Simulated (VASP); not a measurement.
# BN (P6_3/mmc) in VASP: single point with PBE

Aim: the single point of BN with PBE.

All numbers are computed with VASP 6.6.1; they aren't measurements. Logs are shortened: lines on timing, memory, paths and dates and some standing lists are left out, and cuts for length are marked.

## (1) The cell of the first run

Symmetry: P6_3/mmc, No. 194, hexagonal system. The conventional cell has a = 2.504 Å, b = 2.504 Å, c = 6.794 Å, α = 90.00°, β = 90.00°, γ = 120.00°. Within 1.9 Å of B (site symmetry -6m2) lie 3 N at 1.45 Å. N (site symmetry -6m2) has 3 B at 1.45 Å within 1.9 Å.

## (2) Single point, PBE (zz strain of +2 %)

INCAR

```
PREC = Accurate
ENCUT = 520
EDIFF = 1E-6
ISMEAR = -1
SIGMA = 0.02
LREAL = False
LASPH = True
NELM = 80
ALGO = Normal
ISIF = 2
LWAVE = False
LCHARG = True
GGA = PE
LELF = True
LVHAR = True
NBANDS = 16
```

KPOINTS

```
Automatic mesh
0
Gamma
  11 11 4
```

POSCAR

```
BN
1.0
    2.5039917043      0.0000000000      0.0000000000
   -1.2519958522      2.1685204268      0.0000000000
    0.0000000000      0.0000000000      6.7944240000
B N
2 2
Direct
    0.3333333333      0.6666666667      0.2500000000
    0.6666666667      0.3333333333      0.7500000000
    0.3333333333      0.6666666667      0.7500000000
    0.6666666667      0.3333333333      0.2500000000
```

Potentials or basis: VASP PAW PBE potentials, release 64 (B, N).

The run is started by

```sh
cat potpaw_PBE.64/B/POTCAR potpaw_PBE.64/N/POTCAR > POTCAR
mpirun -np 1 vasp_std > vasp.out
```

OUTCAR:

```text
PREC = Accurate
   ENCUT = 520
   EDIFF = 1E-6
   ISMEAR = -1
   LREAL = False
   LASPH = True
   NELM = 80
   ISIF = 2
   GGA = PE

 ion  position               nearest neighbor table
   1  0.333  0.667  0.250-   4 1.45   4 1.45   4 1.45
   2  0.667  0.333  0.750-   3 1.45   3 1.45   3 1.45
   3  0.333  0.667  0.750-   2 1.45   2 1.45   2 1.45
   4  0.667  0.333  0.250-   1 1.45   1 1.45   1 1.45

  LATTYP: Found a hexagonal cell.
 ALAT       =     2.5039917043
 C/A-ratio  =     2.7134371046

  Lattice vectors:

 A1 = (   2.5039917043,   0.0000000000,   0.0000000000)
 A2 = (  -1.2519958522,   2.1685204268,   0.0000000000)
 A3 = (   0.0000000000,   0.0000000000,   6.7944240000)

Analysis of symmetry for initial positions (statically):
=====================================================================
 Subroutine PRICEL returns:
 Original cell was already a primitive cell.

 Routine SETGRP: Setting up the symmetry group for a
 hexagonal supercell.

 Subroutine GETGRP returns: Found 24 space group operations
 (whereof 12 operations were pure point group operations)
 out of a pool of 24 trial point group operations.

The static configuration has the point symmetry D_3d.
 The point group associated with its full space group is D_6h.

Analysis of symmetry for dynamics (positions and initial velocities):
=====================================================================
 Subroutine PRICEL returns:
 Original cell was already a primitive cell.

 Routine SETGRP: Setting up the symmetry group for a
 hexagonal supercell.

 Subroutine GETGRP returns: Found 24 space group operations
 (whereof 12 operations were pure point group operations)
 out of a pool of 24 trial point group operations.

The dynamic configuration has the point symmetry D_3d.
 The point group associated with its full space group is D_6h.

 Subroutine INISYM returns: Found 24 space group operations
 (whereof 12 operations are pure point group operations),
 and found     1 'primitive' translations

----------------------------------------------------------------------------------------

                                     Primitive cell

  volume of cell :      36.8934

  direct lattice vectors                    reciprocal lattice vectors
     2.503991704  0.000000000  0.000000000     0.399362345  0.230571958  0.000000000
    -1.251995852  2.168520427  0.000000000     0.000000000  0.461143915  0.000000000
     0.000000000  0.000000000  6.794424000     0.000000000  0.000000000  0.147179511

  length of vectors
     2.503991704  2.503991704  6.794424000     0.461143915  0.461143915  0.147179511

  position of ions in fractional coordinates (direct lattice)
     0.333333333  0.666666667  0.250000000
     0.666666667  0.333333333  0.750000000
     0.333333333  0.666666667  0.750000000
     0.666666667  0.333333333  0.250000000

  ion indices of the primitive-cell ions
   primitive index   ion index
                 1           1
                 2           2
                 3           3
                 4           4

----------------------------------------------------------------------------------------

 KPOINTS: Automatic mesh

Automatic generation of k-mesh.
 Grid dimensions read from file:
 generate k-points for:   11   11    4

 Generating k-lattice:

  Cartesian coordinates                     Fractional coordinates (reciprocal lattice)
     0.036305668  0.020961087  0.000000000     0.090909091 -0.000000000  0.000000000
     0.000000000  0.041922174  0.000000000     0.000000000  0.090909091  0.000000000
     0.000000000  0.000000000  0.036794878     0.000000000  0.000000000  0.250000000

  Length of vectors
     0.041922174  0.041922174  0.036794878

  Shift w.r.t. Gamma in fractional coordinates (k-lattice)
     0.000000000  0.000000000  0.000000000

 Subroutine IBZKPT returns following result:
 ===========================================

 Found     48 irreducible k-points:

 Following reciprocal coordinates:
            Coordinates               Weight
  0.000000  0.000000  0.000000      1.000000
  0.090909  0.000000  0.000000      6.000000
  0.181818  0.000000  0.000000      6.000000
  0.272727  0.000000  0.000000      6.000000
  0.363636  0.000000  0.000000      6.000000
  0.454545  0.000000  0.000000      6.000000
[... 16 lines left out ...]
  0.090909  0.090909  0.250000     12.000000
  0.181818  0.090909  0.250000     24.000000
 [... further k-points ...]
   k-points           NKPTS =     48   k-points in BZ     NKDIM =     48   number of bands    NBANDS=     16
   number of dos      NEDOS =    301   number of ions     NIONS =      4
   total plane-waves  NPLWV =  21600
   dimension x,y,z NGX =    20 NGY =   20 NGZ =   54
   dimension x,y,z NGXF=    40 NGYF=   40 NGZF=  108
   ions per type =               2   2
   NGX,Y,Z   is equivalent  to a cutoff of  13.28, 13.28, 13.21 a.u.
   NGXF,Y,Z  is equivalent  to a cutoff of  26.56, 26.56, 26.43 a.u.
 SYSTEM =  unknown system
   PREC   = accura    normal or accurate (medium, high low for compatibility)
   ISTART =      0    job   : 0-new  1-cont  2-samecut
   ICHARG =      2    charge: 1-file 2-atom 10-const
   ISPIN  =      1    spin polarized calculation?
   LNONCOLLINEAR =      F non collinear calculations
   LSORBIT =      F    spin-orbit coupling
   LASPH  =      T    aspherical Exc in radial PAW
   ENCUT  =  520.0 eV  38.22 Ry    6.18 a.u.   4.66  4.66 12.63*2*pi/ulx,y,z
   NELM   =     80;   NELMIN=  2; NELMDL= -5     # of ELM steps
   EDIFF  = 0.1E-05   stopping-criterion for ELM
   LREAL  =      F    real-space projection
   EDIFFG = 0.1E-04   stopping-criterion for IOM
   NSW    =      0    number of steps for IOM
   IBRION =     -1    ionic relax: 0-MD 1-quasi-New 2-CG
   NFREE  =      0    steps in history (QN), initial steepest desc. (CG)
   ISIF   =      2    stress and relaxation
   ISYM   =      2    0-nonsym 1-usesym 2-fastsym
   POTIM  = 0.5000    time-step for ionic-motion
   TEBEG  =    0.0;   TEEND  =   0.0 temperature during run
   PSTRESS=    0.0 pullay stress
   NELECT =      16.0000    total number of electrons
   NUPDOWN=      -1.0000    fix difference up-down
   EMIN   =  10.00;   EMAX   =-10.00  energy-range for DOS
   EFERMI =   0.00;   METHOD = LEGACY
   ISMEAR =    -1;   SIGMA  =   0.02  broadening in eV -4-tet -1-fermi 0-gaus
   EFERMI_NEDOS =   21; number of points for ismear=-14 and -15
   IALGO  =     38    algorithm
   IMIX   =      4    mixing-type and parameters
     AMIX     =   0.40;   BMIX     =  1.00
     AMIX_MAG =   1.60;   BMIX_MAG =  1.00
  volume/ion in A,a.u.               =       9.22        62.24
  Fermi-wavevector in a.u.,A,eV,Ry     =   1.239173  2.341697 20.892410  1.535549
  Thomas-Fermi vector in A             =   2.373667
   LORBIT       =      0    0 simple, 1 ext, 2 COOP (PROOUT), +10 PAW based schemes
   GGA     = PE    functional components
   LHFCALC =     F    Hartree Fock is set to
   AEXX    =    0.0000 exact exchange contribution
   IVDW    =     0    specifies the selected vdW correction
   LEPSILON=     F    determine dielectric tensor
   LRPA    =     F    only Hartree local field effects (RPA)
 non-spin polarized calculation
  energy-cutoff  :      520.00
  volume of cell :       36.89
 maximum number of plane-waves:      1010
 NGX is ok and might be reduce to    20
   NGX =  9   NGY =  9   NGZ = 25

 number of electron      16.0000000 magnetization

 Free energy of the ion-electron system (eV)
  ---------------------------------------------------
  ext. energy  EPLUGINS =         0.00000000
  ---------------------------------------------------
  free energy    TOTEN  =       -35.16632941 eV

  energy without entropy =      -35.16632941  energy(sigma->0) =      -35.16632941

 E-fermi :   2.6105     XC(G=0):  -9.9182

 val. band max:        2.1141329631   @ k =   0.3636   0.2727   0.0000
 cond. band min:       6.4783710888   @ k =   0.4545   0.0909   0.0000
 fundamental gap:      4.3642381257
 Fermi energy:         2.6104579832

 k-point     1 :       0.0000    0.0000    0.0000
  band No.  band energies     occupation
      1     -15.6851      2.00000
      2     -15.4387      2.00000
      3      -4.0255      2.00000
      4      -2.1261      2.00000
      5       0.7609      2.00000
      6       0.7609      2.00000
[... 8 lines left out ...]
     15      14.1906      0.00000
     16      15.0929      0.00000

 k-point     2 :       0.0909    0.0000    0.0000
  band No.  band energies     occupation
      1     -15.5239      2.00000
      2     -15.2821      2.00000
      3      -3.8040      2.00000
      4      -1.9255      2.00000
      5       0.1030      2.00000
      6       0.1267      2.00000
[... 8 lines left out ...]
     15      14.5054      0.00000
     16      14.7702      0.00000

 k-point     3 :       0.1818    0.0000    0.0000
  band No.  band energies     occupation
      1     -15.0505      2.00000
      2     -14.8230      2.00000
      3      -3.1494      2.00000
      4      -1.5225      2.00000
      5      -1.4908      2.00000
      6      -1.3383      2.00000
[... 8 lines left out ...]
     15      16.2293      0.00000
     16      16.3249      0.00000

 k-point     4 :       0.2727    0.0000    0.0000
  band No.  band energies     occupation
      1     -14.3050      2.00000
      2     -14.1034      2.00000
      3      -3.5110      2.00000
      4      -3.4587      2.00000
      5      -2.0999      2.00000
      6      -1.0529      2.00000
[... 8 lines left out ...]
     15      17.3879      0.00000
     16      18.8104      0.00000
[... 324 lines left out ...]
 k-point    22 :       0.4545    0.0000    0.2500
  band No.  band energies     occupation
      1     -12.6221      2.00000
      2     -12.5621      2.00000
      3      -6.6192      2.00000
      4      -6.5765      2.00000
      5      -1.9980      2.00000
      6      -1.9612      2.00000
[... 8 lines left out ...]
     15      17.6874      0.00000
     16      19.8589      0.00000

 k-point    23 :       0.0909    0.0909    0.2500
  band No.  band energies     occupation
      1     -15.1737      2.00000
      2     -15.0095      2.00000
      3      -3.1413      2.00000
      4      -1.8655      2.00000
      5      -0.9353      2.00000
      6      -0.9191      2.00000
[... 8 lines left out ...]
     15      15.4060      0.00000
     16      15.8002      0.00000

 k-point    24 :       0.1818    0.0909    0.2500
  band No.  band energies     occupation
      1     -14.5646      2.00000
      2     -14.4144      2.00000
      3      -2.6325      2.00000
      4      -2.5940      2.00000
      5      -2.2665      2.00000
      6      -1.0893      2.00000
[... 8 lines left out ...]
     15      16.8907      0.00000
     16      16.9397      0.00000

 [... further k-points ...]

------------------------ aborting loop because EDIFF is reached ----------------------------------------

  FORCE on cell =-STRESS in cart. coord.  units (eV):
  Direction    XX          YY          ZZ          XY          YZ          ZX
  --------------------------------------------------------------------------------------
  -------------------------------------------------------------------------------------
  Total        0.8404907      0.8404907      0.4884396     -0.0000000     -0.0000000      0.0000000
  in kB       36.5001327     36.5001327     21.2115500     -0.0000000     -0.0000000      0.0000000
  external PRESSURE =      31.4039385 kB  Pullay stress =       0.0000000 kB

 VOLUME and BASIS-vectors are now :
 -----------------------------------------------------------------------------
  energy-cutoff  :      520.00
  volume of cell :       36.89
      direct lattice vectors                 reciprocal lattice vectors
     2.503991704  0.000000000  0.000000000     0.399362345  0.230571958  0.000000000
    -1.251995852  2.168520427  0.000000000     0.000000000  0.461143915  0.000000000
     0.000000000  0.000000000  6.794424000     0.000000000  0.000000000  0.147179511

 POSITION                                       TOTAL-FORCE (eV/Angst)
 -----------------------------------------------------------------------------------
     -0.00000      1.44568      1.69861         0.000000      0.000000      0.000000
      1.25200      0.72284      5.09582         0.000000     -0.000000      0.000000
     -0.00000      1.44568      5.09582        -0.000000     -0.000000      0.000000
      1.25200      0.72284      1.69861        -0.000000      0.000000      0.000000
 -----------------------------------------------------------------------------------
    total drift:                                0.000000     -0.000000      0.000000

  FREE ENERGIE OF THE ION-ELECTRON SYSTEM (eV)
  ---------------------------------------------------
  free  energy   TOTEN  =       -35.1663294089 eV

  energy  without entropy=      -35.1663294089  energy(sigma->0) =      -35.16632941
```

Wall time 37 s (1 thread of Intel Xeon 8259CL, shared host); peak memory 0.16 GiB.

What came out:

```yaml
Free_energy: -35.1663 eV
Pressure: 3.1 GPa
Band_gap_on_the_k_mesh: 4.36 eV, indirect (least direct gap 4.68 eV)
```

Caveat: the cell differs from its parent crystal (zz strain of +2 %); this functional lacks dispersion, which binds the layers, so the pressure and a relaxed spacing across them are unreliable. A k mesh can miss the band edges.
